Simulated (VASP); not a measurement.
# AlCo in VASP: relaxation of the atoms with PBEsol

Aim: the relaxation of the atoms of AlCo with PBEsol.

All numbers are computed with VASP 6.6.1; they aren't measurements. Logs are shortened: lines on timing, memory, paths and dates and some standing lists are left out, and cuts for length are marked.

## (1) The cell of the first run

The cell holds a slab with vacuum, 8 atoms: a = 2.823 Å, b = 2.823 Å, c = 24.879 Å, α = 90.00°, β = 90.00°, γ = 90.00°.

## (2) Relaxation of the atoms, PBEsol

INCAR

```
ALGO     = Fast           # electronic algorithm
DIPOL    = 0.5 0.5 0.500
EDIFF    = 1E-6           # SCF threshold, eV
EDIFFG   = -0.02          # ionic threshold
ENCUT    = 520            # plane-wave cutoff, eV
GGA      = PS             # functional
IBRION   = 2              # ionic algorithm
IDIPOL   = 3            
ISIF     = 2              # what is computed and relaxed
ISMEAR   = 0              # smearing method
LASPH    = T              # aspherical terms in the spheres
LCHARG   = F              # write CHGCAR
LDIPOL   = T            
LREAL    = F              # projectors in reciprocal space
LWAVE    = F              # write WAVECAR
NELM     = 80             # most SCF steps
NSW      = 80             # ionic steps
PREC     = Accurate       # precision mode
SIGMA    = 0.1            # smearing width, eV
```

KPOINTS

```
k-points
0
Gamma
  12 12 1
```

POSCAR

```
AlCo
1.0
    2.8225855363      0.0000000000      0.0000000000
    0.0000000000      2.8225855363      0.0000000000
    0.0000000000      0.0000000000     24.8790493771
Co Al
4 4
Direct
    0.5000000000      0.5000000000      0.3014584636
    0.5000000000      0.5000000000      0.4149107701
    0.5000000000      0.5000000000      0.5283630766
    0.5000000000      0.5000000000      0.6418153832
    0.0000000000      0.0000000000      0.3581846168
    0.0000000000      0.0000000000      0.4716369234
    0.0000000000      0.0000000000      0.5850892299
    0.0000000000      0.0000000000      0.6985415364
```

Potentials or basis: VASP PAW PBE potentials, release 64 (Co, Al).

Run with:

```sh
cat potpaw_PBE.64/Co/POTCAR potpaw_PBE.64/Al/POTCAR > POTCAR
mpirun -np 1 vasp_std > vasp.out
```

OUTCAR:

```text
EDIFF = 1E-6
   EDIFFG = -0.02
   ENCUT = 520
   GGA = PS
   IBRION = 2
   ISIF = 2
   ISMEAR = 0
   LASPH = T
   LREAL = F
   NELM = 80
   NSW = 80
   PREC = Accurate

 ion  position               nearest neighbor table
   1  0.500  0.500  0.301-   5 2.44   5 2.44   5 2.44   5 2.44   2 2.82
   2  0.500  0.500  0.415-   5 2.44   6 2.44   5 2.44   6 2.44   5 2.44   6 2.44   5 2.44   6 2.44
                             1 2.82   3 2.82
   3  0.500  0.500  0.528-   6 2.44   6 2.44   6 2.44   6 2.44   7 2.44   7 2.44   7 2.44   7 2.44
                             2 2.82   4 2.82
   4  0.500  0.500  0.642-   8 2.44   8 2.44   8 2.44   8 2.44   7 2.44   7 2.44   7 2.44   7 2.44
                             3 2.82
   5  0.000  0.000  0.358-   1 2.44   1 2.44   1 2.44   1 2.44   2 2.44   2 2.44   2 2.44   2 2.44
                             6 2.82
   6  0.000  0.000  0.472-   3 2.44   3 2.44   3 2.44   3 2.44   2 2.44   2 2.44   2 2.44   2 2.44
                             7 2.82   5 2.82
   7  0.000  0.000  0.585-   3 2.44   4 2.44   3 2.44   4 2.44   3 2.44   4 2.44   3 2.44   4 2.44
                             6 2.82   8 2.82
   8  0.000  0.000  0.699-   4 2.44   4 2.44   4 2.44   4 2.44   7 2.82

  LATTYP: Found a simple tetragonal cell.
 ALAT       =     2.8225855363
 C/A-ratio  =     8.8142765054

  Lattice vectors:

 A1 = (   2.8225855363,   0.0000000000,   0.0000000000)
 A2 = (   0.0000000000,   2.8225855363,   0.0000000000)
 A3 = (   0.0000000000,   0.0000000000,  24.8790493771)

Analysis of symmetry for initial positions (statically):
=====================================================================
 Subroutine PRICEL returns:
 Original cell was already a primitive cell.

 Routine SETGRP: Setting up the symmetry group for a
 simple tetragonal supercell.

 Subroutine GETGRP returns: Found  8 space group operations
 (whereof  8 operations were pure point group operations)
 out of a pool of 16 trial point group operations.

The static configuration has the point symmetry C_4v.

Analysis of symmetry for dynamics (positions and initial velocities):
=====================================================================
 Subroutine PRICEL returns:
 Original cell was already a primitive cell.

 Routine SETGRP: Setting up the symmetry group for a
 simple tetragonal supercell.

 Subroutine GETGRP returns: Found  8 space group operations
 (whereof  8 operations were pure point group operations)
 out of a pool of 16 trial point group operations.

[... 145 lines left out ...]
 RMM-DIIS sequential band-by-band and
 Gauss-broadening in eV      SIGMA  =   0.10
  energy-cutoff  :      520.00
  volume of cell :      198.21
 maximum number of plane-waves:      5400
 NGX is ok and might be reduce to    24
   NGX = 11   NGY = 11   NGZ = 93

 dipolmoment           0.000000      0.000000      0.003721 electrons x Angstroem

--------------------------------------- Ionic step        1  -------------------------------------------

 number of electron      47.9999988 magnetization

 Free energy of the ion-electron system (eV)
  ---------------------------------------------------
  ext. energy  EPLUGINS =         0.00000000
  ---------------------------------------------------
  free energy    TOTEN  =       -48.96413352 eV

  energy without entropy =      -48.92549867  energy(sigma->0) =      -48.94481610

------------------------ aborting loop because EDIFF is reached ----------------------------------------

 vacuum level on the upper side and lower side of the slab       (xc-potential included)        -0.654        -0.101

  FORCE on cell =-STRESS in cart. coord.  units (eV):
  Direction    XX          YY          ZZ          XY          YZ          ZX
  --------------------------------------------------------------------------------------
  -------------------------------------------------------------------------------------
  Total       -3.3705109     -3.3705109     -0.2200946      0.0000000      0.0000000      0.0000000
  in kB      -27.2444667    -27.2444667     -1.7790653      0.0000000      0.0000000      0.0000000
  external PRESSURE =     -18.7559995 kB  Pullay stress =       0.0000000 kB
[... 107 lines left out ...]
  FREE ENERGIE OF THE ION-ELECTRON SYSTEM (eV)
  ---------------------------------------------------
  free  energy   TOTEN  =       -49.0368423873 eV

  energy  without entropy=      -49.0029901009  energy(sigma->0) =      -49.01991624

[... ionic steps 4 to 7 ...]

--------------------------------------- Ionic step        8  -------------------------------------------

 number of electron      47.9999988 magnetization

------------------------ aborting loop because EDIFF is reached ----------------------------------------
[... 79 lines left out ...]
--------------------------------------- Ionic step       10  -------------------------------------------

 number of electron      47.9999988 magnetization

 dipolmoment           0.000000      0.000000     -0.025994 electrons x Angstroem

 Free energy of the ion-electron system (eV)
  ---------------------------------------------------
  ext. energy  EPLUGINS =         0.00000000
  ---------------------------------------------------
  free energy    TOTEN  =       -49.04353610 eV

  energy without entropy =      -49.01042023  energy(sigma->0) =      -49.02697817

 E-fermi :   2.6917     XC(G=0):  -6.6178

 val. band max:        2.6864435396   @ k =   0.5000   0.2500   0.0000
 cond. band min:       2.6921378828   @ k =   0.1667   0.1667   0.0000
 fundamental gap:      0.0056943431
 Fermi energy:         2.6917382965

 k-point     1 :       0.0000    0.0000    0.0000
  band No.  band energies     occupation
      1      -8.2086      2.00000
      2      -7.4607      2.00000
      3      -6.2684      2.00000
      4      -4.7422      2.00000
      5      -2.9526      2.00000
      6      -1.4247      2.00000
[... 757 lines left out ...]
     28       4.3884      0.00000
     29       5.0568      0.00000

 [... further k-points ...]

------------------------ aborting loop because EDIFF is reached ----------------------------------------

 vacuum level on the upper side and lower side of the slab       (xc-potential included)        -0.450         0.128

  FORCE on cell =-STRESS in cart. coord.  units (eV):
  Direction    XX          YY          ZZ          XY          YZ          ZX
  --------------------------------------------------------------------------------------
  -------------------------------------------------------------------------------------
  Total       -2.4100256     -2.4100256      0.0154999      0.0000000      0.0000000      0.0000000
  in kB      -19.4806856    -19.4806856      0.1252886      0.0000000      0.0000000      0.0000000
  external PRESSURE =     -12.9453609 kB  Pullay stress =       0.0000000 kB
[... 23 lines left out ...]
  FREE ENERGIE OF THE ION-ELECTRON SYSTEM (eV)
  ---------------------------------------------------
  free  energy   TOTEN  =       -49.0435361014 eV

  energy  without entropy=      -49.0104202318  energy(sigma->0) =      -49.02697817

 reached required accuracy - stopping structural energy minimisation

 vacuum level on the upper side and lower side of the slab         6.457         7.044
```

OSZICAR:

```text
N       E                     dE             d eps       ncg     rms          rms(c)
DAV:   1     0.329944818070E+03    0.32994E+03   -0.19673E+04  1624   0.154E+03
DAV:   2    -0.318430052513E+02   -0.36179E+03   -0.35049E+03  1649   0.361E+02
DAV:   3    -0.568604163056E+02   -0.25017E+02   -0.23738E+02  1869   0.132E+02
[... 138 lines left out ...]
RMM:   5    -0.490435376222E+02    0.87750E-04   -0.14663E-04  1653   0.101E-01    0.309E-02
RMM:   6    -0.490435382898E+02   -0.66758E-06   -0.57076E-05  1675   0.569E-02    0.322E-02
RMM:   7    -0.490435442488E+02   -0.59590E-05   -0.26088E-05  1604   0.447E-02    0.346E-02
RMM:   8    -0.490435363846E+02    0.78642E-05   -0.76953E-06  1468   0.299E-02    0.828E-03
RMM:   9    -0.490435361014E+02    0.28322E-06   -0.32243E-06  1069   0.125E-02
  10 F= -.49043536E+02 E0= -.49026978E+02  d E =-.118535E-03
```

CONTCAR:

```text
AlCo
   1.00000000000000
     2.8225855363000001    0.0000000000000000    0.0000000000000000
     0.0000000000000000    2.8225855363000001    0.0000000000000000
     0.0000000000000000    0.0000000000000000   24.8790493770999994
  Co              Al
     4     4
Direct
     0.5000000000000000    0.5000000000000000    0.3044756190056407
     0.5000000000000000    0.5000000000000000    0.4146463743768165
     0.5000000000000000    0.5000000000000000    0.5277699358895810
     0.5000000000000000    0.5000000000000000    0.6443921973331470
     0.0000000000000000    0.0000000000000000    0.3558667402745166
     0.0000000000000000    0.0000000000000000    0.4704435348301567
     0.0000000000000000    0.0000000000000000    0.5846722415547458
     0.0000000000000000    0.0000000000000000    0.6977333567353953

  0.00000000E+00  0.00000000E+00  0.00000000E+00
  0.00000000E+00  0.00000000E+00  0.00000000E+00
  0.00000000E+00  0.00000000E+00  0.00000000E+00
  0.00000000E+00  0.00000000E+00  0.00000000E+00
  0.00000000E+00  0.00000000E+00  0.00000000E+00
  0.00000000E+00  0.00000000E+00  0.00000000E+00
  0.00000000E+00  0.00000000E+00  0.00000000E+00
  0.00000000E+00  0.00000000E+00  0.00000000E+00
```

Run time: 25 min. Hardware: 1 thread of Oxide Virtual Turin-like, shared host; peak memory 0.39 GiB.

What came out:

```
Free energy                  : -49.0435 eV
Energy gained by relaxing    : 9.9 meV/atom
Ionic steps                  : 10
Largest force after relaxing : 0.011 eV/Å
Band gap on the k mesh       : zero (bands 24 and 25 overlap by 0.81 eV)
```

Forces on the atoms (eV/Å):
```
Co   0.000  0.000  0.002
Co   0.000  0.000  0.007
Co   0.000  0.000 -0.002
Co   0.000  0.000  0.002
Al   0.000  0.000 -0.001
Al   0.000  0.000 -0.011
Al   0.000  0.000 -0.003
Al   0.000  0.000  0.006
```

Step by step:
```tsv
step	energy change (eV)	largest force (eV/Å)	pressure (GPa)
1	0.0000	0.8752	-1.88
2	-0.0616	0.3512	-1.68
3	-0.0727	0.1852	-1.41
4	-0.0774	0.1100	-1.35
5	-0.0788	0.0530	-1.28
6	-0.0788	0.0529	-1.23
7	-0.0792	0.0334	-1.28
8	-0.0793	0.0270	-1.29
9	-0.0793	0.0319	-1.27
10	-0.0794	0.0110	-1.29
```

Final structure:
```yaml
crystal:
  lattice:
    - [2.82259, 0.00000, 0.00000]
    - [0.00000, 2.82259, 0.00000]
    - [0.00000, 0.00000, 24.87905]
  atoms:
    - { symbol: Co, position: [0.50000, 0.50000, 0.30448] }
    - { symbol: Co, position: [0.50000, 0.50000, 0.41465] }
    - { symbol: Co, position: [0.50000, 0.50000, 0.52777] }
    - { symbol: Co, position: [0.50000, 0.50000, 0.64439] }
    - { symbol: Al, position: [0.00000, 0.00000, 0.35587] }
    - { symbol: Al, position: [0.00000, 0.00000, 0.47044] }
    - { symbol: Al, position: [0.00000, 0.00000, 0.58467] }
    - { symbol: Al, position: [0.00000, 0.00000, 0.69773] }
```

Levels at points of the mesh, in eV from the Fermi level:
| k point | band 20 | band 21 | band 22 | band 23 | band 24 | band 25 | band 26 | band 27 | band 28 | band 29 |
| --- | --- | --- | --- | --- | --- | --- | --- | --- | --- | --- |
| (0.00, 0.00, 0.00) | -0.71 | -0.57 | -0.40 | -0.32 | -0.32 | -0.29 | 0.03 | 0.81 | 2.28 | 3.58 |
| (0.50, 0.00, 0.00) | -1.13 | -0.81 | -0.69 | -0.62 | -0.20 | -0.10 | 0.08 | 0.20 | 0.25 | 0.54 |
| (0.50, 0.50, 0.00) | -0.11 | -0.08 | -0.08 | -0.04 | 0.52 | 1.15 | 1.15 | 2.49 | 2.58 | 2.63 |

Caveat: the PAW data sets were made with another functional, which shifts forces and pressure a little; the run has no spin polarisation, though such a crystal can be magnetic. Spin polarisation is off, so any magnetic state and its effect on volume and gap are missing.
